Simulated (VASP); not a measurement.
# W4C in VASP: notebook

Runs on W4C. Level: PBE. Tasks: single point.

Everything below comes from runs of VASP 6.6.1. Logs are shortened: lines on timing, memory, paths and dates and some standing lists are left out, and cuts for length are marked.

**1. The cell of the first run**

The cell holds a slab with vacuum, 5 atoms: a = 2.855 Å, b = 4.037 Å, c = 20.957 Å, α = 90.00°, β = 90.00°, γ = 90.00°.

**2. Single point, PBE, collinear spin**

Input file INCAR:

```
PREC     = Accurate       # precision mode
ENCUT    = 520            # plane-wave cutoff, eV
EDIFF    = 1E-6           # SCF threshold, eV
ISMEAR   = 0              # smearing method
SIGMA    = 0.1            # smearing width, eV
LREAL    = F              # projectors in reciprocal space
LASPH    = T              # aspherical terms in the spheres
NELM     = 150            # most SCF steps
ALGO     = Normal         # electronic algorithm
ISIF     = 2              # what is computed and relaxed
LWAVE    = F              # write WAVECAR
LCHARG   = T              # write CHGCAR
ISPIN    = 2              # spin polarisation
MAGMOM   = 0 0 0 0 2      # initial moments
LORBIT   = 11             # projections on sites
LMAXMIX  = 4              # l up to which the mixer works
LDIPOL   = T            
IDIPOL   = 3            
DIPOL    = 0.5 0.5 0.324
GGA      = PE             # functional
LELF     = T              # ELF
LVHAR    = T            
LVACPOTAV= T            
NBANDS   = 42             # bands
```

Input file KPOINTS:

```
Automatic mesh
0
Gamma
  9 7 1
```

Input file POSCAR:

```
W4C
1.0
    2.8547213223      0.0000000000      0.0000000000
    0.0000000000      4.0371856108      0.0000000000
    0.0000000000      0.0000000000     20.9570327682
W C
4 1
Direct
    0.5000000000      0.5000000000      0.1908667150
    0.0000000000      0.0000000000      0.2589756250
    0.5000000000      0.5000000000      0.3262417340
    0.0000000000      0.0000000000      0.3796831763
    0.5000000000      0.0000000000      0.4665275317
```

Potentials or basis: VASP PAW PBE potentials, release 64 (W_sv, C).

Launch:

```
> cat potpaw_PBE.64/W_sv/POTCAR potpaw_PBE.64/C/POTCAR > POTCAR
> mpirun -np 1 vasp_std > vasp.out
```

OUTCAR:

```text
PREC = Accurate
   ENCUT = 520
   EDIFF = 1E-6
   ISMEAR = 0
   LREAL = F
   LASPH = T
   NELM = 150
   ISIF = 2
   ISPIN = 2
   LORBIT = 11
   GGA = PE

 ion  position               nearest neighbor table
   1  0.500  0.500  0.191-   3 2.84   2 2.85   2 2.85   2 2.85   2 2.85
   2  0.000  0.000  0.259-   4 2.53   3 2.85   3 2.85   3 2.85   3 2.85   1 2.85   1 2.85   1 2.85
                             1 2.85
   3  0.500  0.500  0.326-   4 2.71   4 2.71   4 2.71   4 2.71   1 2.84   2 2.85   2 2.85   2 2.85
                             2 2.85
   4  0.000  0.000  0.380-   5 2.31   5 2.31   2 2.53   3 2.71   3 2.71   3 2.71   3 2.71
   5  0.500  0.000  0.467-   4 2.31   4 2.31

  LATTYP: Found a simple orthorhombic cell.
 ALAT       =     2.8547213223
 B/A-ratio  =     1.4142135624
 C/A-ratio  =     7.3411833949

  Lattice vectors:

 A1 = (   2.8547213223,   0.0000000000,   0.0000000000)
 A2 = (   0.0000000000,   4.0371856108,   0.0000000000)
 A3 = (   0.0000000000,   0.0000000000,  20.9570327682)

Analysis of symmetry for initial positions (statically):
=====================================================================
 Subroutine PRICEL returns:
 Original cell was already a primitive cell.

 Routine SETGRP: Setting up the symmetry group for a
 simple orthorhombic supercell.

 Subroutine GETGRP returns: Found  4 space group operations
 (whereof  4 operations were pure point group operations)
 out of a pool of  8 trial point group operations.

The static configuration has the point symmetry C_2v.

Analysis of symmetry for dynamics (positions and initial velocities):
=====================================================================
 Subroutine PRICEL returns:
 Original cell was already a primitive cell.

 Routine SETGRP: Setting up the symmetry group for a
 simple orthorhombic supercell.

 Subroutine GETGRP returns: Found  4 space group operations
 (whereof  4 operations were pure point group operations)
 out of a pool of  8 trial point group operations.

The dynamic configuration has the point symmetry C_2v.

Analysis of structural, dynamic, and magnetic symmetry:
=====================================================================
 Subroutine PRICEL returns:
 Original cell was already a primitive cell.

 Routine SETGRP: Setting up the symmetry group for a
 simple orthorhombic supercell.

 Subroutine GETGRP returns: Found  4 space group operations
 (whereof  4 operations were pure point group operations)
 out of a pool of  8 trial point group operations.

The overall configuration has the point symmetry C_2v.

 Subroutine INISYM returns: Found  4 space group operations
 (whereof  4 operations are pure point group operations),
 and found     1 'primitive' translations

----------------------------------------------------------------------------------------

                                     Primitive cell

  volume of cell :     241.5306

  direct lattice vectors                    reciprocal lattice vectors
     2.854721322  0.000000000  0.000000000     0.350296890  0.000000000  0.000000000
     0.000000000  4.037185611  0.000000000     0.000000000  0.247697306  0.000000000
     0.000000000  0.000000000 20.957032768     0.000000000  0.000000000  0.047716679

  length of vectors
     2.854721322  4.037185611 20.957032768     0.350296890  0.247697306  0.047716679

  position of ions in fractional coordinates (direct lattice)
     0.500000000  0.500000000  0.190866715
     0.000000000  0.000000000  0.258975625
     0.500000000  0.500000000  0.326241734
     0.000000000  0.000000000  0.379683176
     0.500000000  0.000000000  0.466527532

  ion indices of the primitive-cell ions
   primitive index   ion index
                 1           1
                 2           2
                 3           3
                 4           4
                 5           5

----------------------------------------------------------------------------------------
[... 32 lines left out ...]
  0.000000  0.142857  0.000000      2.000000
[... 12 lines left out ...]
  0.333333  0.428571  0.000000      4.000000
  0.444444  0.428571  0.000000      4.000000
   k-points           NKPTS =     20   k-points in BZ     NKDIM =     20   number of bands    NBANDS=     42
   number of dos      NEDOS =    301   number of ions     NIONS =      5
   total plane-waves  NPLWV = 115200
   dimension x,y,z NGX =    24 NGY =   30 NGZ =  160
   dimension x,y,z NGXF=    48 NGYF=   60 NGZF=  320
   ions per type =               4   1
   NGX,Y,Z   is equivalent  to a cutoff of  13.98, 12.35, 12.69 a.u.
   NGXF,Y,Z  is equivalent  to a cutoff of  27.95, 24.71, 25.38 a.u.
 SYSTEM =  unknown system
   PREC   = accura    normal or accurate (medium, high low for compatibility)
   ISTART =      0    job   : 0-new  1-cont  2-samecut
   ICHARG =      2    charge: 1-file 2-atom 10-const
   ISPIN  =      2    spin polarized calculation?
   LNONCOLLINEAR =      F non collinear calculations
   LSORBIT =      F    spin-orbit coupling
   LASPH  =      T    aspherical Exc in radial PAW
   ENCUT  =  520.0 eV  38.22 Ry    6.18 a.u.   5.31  7.51 38.97*2*pi/ulx,y,z
   NELM   =    150;   NELMIN=  2; NELMDL= -5     # of ELM steps
   EDIFF  = 0.1E-05   stopping-criterion for ELM
   LREAL  =      F    real-space projection
   EDIFFG = 0.1E-04   stopping-criterion for IOM
   NSW    =      0    number of steps for IOM
   IBRION =     -1    ionic relax: 0-MD 1-quasi-New 2-CG
   NFREE  =      0    steps in history (QN), initial steepest desc. (CG)
   ISIF   =      2    stress and relaxation
   ISYM   =      2    0-nonsym 1-usesym 2-fastsym
   POTIM  = 0.5000    time-step for ionic-motion
   TEBEG  =    0.0;   TEEND  =   0.0 temperature during run
   PSTRESS=    0.0 pullay stress
   NELECT =      60.0000    total number of electrons
   NUPDOWN=      -1.0000    fix difference up-down
   EMIN   =  10.00;   EMAX   =-10.00  energy-range for DOS
   EFERMI =   0.00;   METHOD = LEGACY
   ISMEAR =     0;   SIGMA  =   0.10  broadening in eV -4-tet -1-fermi 0-gaus
   EFERMI_NEDOS =   21; number of points for ismear=-14 and -15
   IALGO  =     38    algorithm
   IMIX   =      4    mixing-type and parameters
     AMIX     =   0.40;   BMIX     =  1.00
     AMIX_MAG =   1.60;   BMIX_MAG =  1.00
  volume/ion in A,a.u.               =      48.31       325.99
  Fermi-wavevector in a.u.,A,eV,Ry     =   1.029124  1.944763 14.409887  1.059097
  Thomas-Fermi vector in A             =   2.163156
   LORBIT       =     11    0 simple, 1 ext, 2 COOP (PROOUT), +10 PAW based schemes
   GGA     = PE    functional components
   LHFCALC =     F    Hartree Fock is set to
   AEXX    =    0.0000 exact exchange contribution
   IVDW    =     0    specifies the selected vdW correction
   LEPSILON=     F    determine dielectric tensor
   LRPA    =     F    only Hartree local field effects (RPA)
 spin polarized calculation
 Gauss-broadening in eV      SIGMA  =   0.10
  energy-cutoff  :      520.00
  volume of cell :      241.53
 maximum number of plane-waves:      6527
 NGX is ok and might be reduce to    24
   NGX = 11   NGY = 15   NGZ = 77

 dipolmoment           0.000000      0.000000     -0.044409 electrons x Angstroem

 number of electron      59.9999994 magnetization       0.0000382

 number of electron      59.9999994 magnetization      -0.0001184

 dipolmoment           0.000000      0.000000      0.164663 electrons x Angstroem

 Free energy of the ion-electron system (eV)
  ---------------------------------------------------
  ext. energy  EPLUGINS =         0.00000000
  ---------------------------------------------------
  free energy    TOTEN  =       -51.42041867 eV

  energy without entropy =      -51.39254418  energy(sigma->0) =      -51.40648142

 E-fermi :  -0.6164     XC(G=0):  -5.1197

 val. band max:       -0.6211755231   @ k =   0.4444   0.4286   0.0000
 cond. band min:      -0.5743032429   @ k =   0.0000   0.1429   0.0000
 fundamental gap:      0.0468722802
 Fermi energy:        -0.6163671283

 spin component 1

 k-point     1 :       0.0000    0.0000    0.0000
  band No.  band energies     occupation
      1     -74.5525      1.00000
      2     -74.4041      1.00000
      3     -74.2303      1.00000
      4     -74.1092      1.00000
      5     -39.1063      1.00000
      6     -39.0490      1.00000
[... 889 lines left out ...]
     41       4.7446      0.00000
     42       5.7749      0.00000
 Fermi energy:        -0.6163671283

 spin component 2

 k-point     1 :       0.0000    0.0000    0.0000
  band No.  band energies     occupation
      1     -74.5525      1.00000
      2     -74.4041      1.00000
      3     -74.2303      1.00000
      4     -74.1092      1.00000
      5     -39.1063      1.00000
      6     -39.0490      1.00000
[... 889 lines left out ...]
     41       4.7446      0.00000
     42       5.7749      0.00000

------------------------ aborting loop because EDIFF is reached ----------------------------------------

  FORCE on cell =-STRESS in cart. coord.  units (eV):
  Direction    XX          YY          ZZ          XY          YZ          ZX
  --------------------------------------------------------------------------------------
  -------------------------------------------------------------------------------------
  Total       -4.5903093     -0.5776938     -5.3396795      0.0000000      0.0000000      0.0000000
  in kB      -30.4495098     -3.8320929    -35.4204069      0.0000000      0.0000000      0.0000000
  external PRESSURE =     -23.2340032 kB  Pullay stress =       0.0000000 kB

 VOLUME and BASIS-vectors are now :
 -----------------------------------------------------------------------------
  energy-cutoff  :      520.00
  volume of cell :      241.53
      direct lattice vectors                 reciprocal lattice vectors
     2.854721322  0.000000000  0.000000000     0.350296890  0.000000000  0.000000000
     0.000000000  4.037185611  0.000000000     0.000000000  0.247697306  0.000000000
     0.000000000  0.000000000 20.957032768     0.000000000  0.000000000  0.047716679

 POSITION                                       TOTAL-FORCE (eV/Angst)
 -----------------------------------------------------------------------------------
      1.42736      2.01859      4.00000         0.000000      0.000000      2.208590
      0.00000      0.00000      5.42736         0.000000      0.000000     -3.394684
      1.42736      2.01859      6.83706         0.000000      0.000000     -0.949706
      0.00000      0.00000      7.95703         0.000000      0.000000      5.550175
      1.42736      0.00000      9.77703         0.000000      0.000000     -3.414375
 -----------------------------------------------------------------------------------
    total drift:                                0.000000     -0.000000      0.000091

  FREE ENERGIE OF THE ION-ELECTRON SYSTEM (eV)
  ---------------------------------------------------
  free  energy   TOTEN  =       -51.4204186688 eV

  energy  without entropy=      -51.3925441789  energy(sigma->0) =      -51.40648142

 vacuum level on the upper side and lower side of the slab         6.062         3.477

 total charge

# of ion       s       p       d       tot
------------------------------------------
    1        2.411   6.134   3.303  11.848
    2        2.419   6.301   3.342  12.062
    3        2.411   6.305   3.418  12.134
    4        2.435   6.275   3.427  12.136
    5        1.009   1.053   0.000   2.062
--------------------------------------------------
tot         10.684  26.067  13.490  50.241

 magnetization (x)

# of ion       s       p       d       tot
------------------------------------------
    1       -0.000  -0.000  -0.000  -0.000
    2        0.000  -0.000   0.000   0.000
    3       -0.000  -0.000   0.000   0.000
    4        0.000   0.000   0.000   0.000
    5        0.000   0.000   0.000   0.000
--------------------------------------------------
tot         -0.000  -0.000  -0.000  -0.000
```

It took 8.3 min on 1 thread of Intel Xeon 6975P-C (Granite Rapids), shared host; peak memory 0.58 GiB.

Results:

| Property | Result |
| --- | --- |
| Free energy | -51.4204 eV |
| Largest force | 5.550 eV/Å |
| Band gap on the k mesh | zero (filled and empty bands overlap) |
| Net moment | 0.00 μB per cell |
| Valence electrons inside the program's atomic spheres | W 11.85, 12.06, 12.13, 12.14; C 2.06 |

Forces on the atoms (eV/Å):
```
W    0.000  0.000  2.209
W    0.000  0.000 -3.395
W    0.000  0.000 -0.950
W    0.000  0.000  5.550
C    0.000  0.000 -3.414
```

Levels at points of the mesh, in eV from the Fermi level:
Spin up:
| k point | band 26 | band 27 | band 28 | band 29 | band 30 | band 31 | band 32 | band 33 | band 34 | band 35 |
| --- | --- | --- | --- | --- | --- | --- | --- | --- | --- | --- |
| (0.00, 0.00, 0.00) | -1.02 | -0.73 | -0.63 | -0.36 | -0.08 | 0.12 | 0.33 | 0.43 | 1.11 | 1.39 |
Spin down:
```
           k point  band 27  band 28  band 29  band 30  band 31  band 32  band 33  band 34
(0.00, 0.00, 0.00)    -0.73    -0.63    -0.36    -0.08     0.12     0.33     0.43     1.11
```

Caveat: spin-orbit coupling is left out, which moves the levels of the heavy elements.

**3. Single point, PBE, collinear spin**

Input file INCAR:

```
PREC = Accurate
ENCUT = 520
EDIFF = 1E-6
ISMEAR = 0
SIGMA = 0.1
LREAL = F
LASPH = T
NELM = 150
ALGO = Normal
ISIF = 2
LWAVE = F
LCHARG = F
ISPIN = 2
MAGMOM = 0 0 0 0 2
LORBIT = 11
LMAXMIX = 4
LDIPOL = T
IDIPOL = 3
DIPOL = 0.5 0.5 0.335
GGA = PE
NBANDS = 42
```

KPOINTS is that of step 2.

POSCAR, as its differences from that of step 2:

```diff
@@ -12,2 +12,2 @@
     0.0000000000      0.0000000000      0.3796831763
-    0.5000000000      0.0000000000      0.4665275317
+    0.0000000000      0.0000000000      0.5194930451
```

Potentials or basis: VASP PAW PBE potentials, release 64 (W_sv, C).

Launch:

```
> cat potpaw_PBE.64/W_sv/POTCAR potpaw_PBE.64/C/POTCAR > POTCAR
> mpirun -np 1 vasp_std > vasp.out
```

Run time: 29 min. Hardware: 1 thread of Intel Xeon 8259CL, shared host; peak memory 0.59 GiB.

The run converged. Its results:

```
Free energy                                           : -48.6122 eV
Largest force                                         : 2.884 eV/Å
Net moment                                            : 1.37 μB per cell
Site moments                                          : W +0.22, -0.03, -0.04, -0.16; C +0.65 μB
Valence electrons inside the program's atomic spheres : W 11.85, 12.07, 12.11, 12.05; C 1.97
```

Forces on the atoms (eV/Å):
```
W    0.000  0.000  2.220
W    0.000  0.000 -2.884
W    0.000  0.000 -0.362
W    0.000  0.000  2.680
C    0.000  0.000 -1.653
```

Levels at points of the mesh, in eV from the Fermi level:
Spin up:
```csv
k point,band 28,band 29,band 30,band 31,band 32,band 33,band 34,band 35
"(0.00, 0.00, 0.00)",-0.68,-0.42,-0.18,0.03,0.31,0.77,1.13,1.35
```
Spin down:
```tsv
k point	band 25	band 26	band 27	band 28	band 29	band 30	band 31	band 32	band 33	band 34
(0.00, 0.00, 0.00)	-1.39	-1.00	-0.72	-0.71	-0.08	0.13	0.56	0.70	1.15	1.44
```

Caveat: spin-orbit coupling is left out, which moves the levels of the heavy elements.

The gap in the log of VASP goes by the Fermi energy; the results here count the filled bands.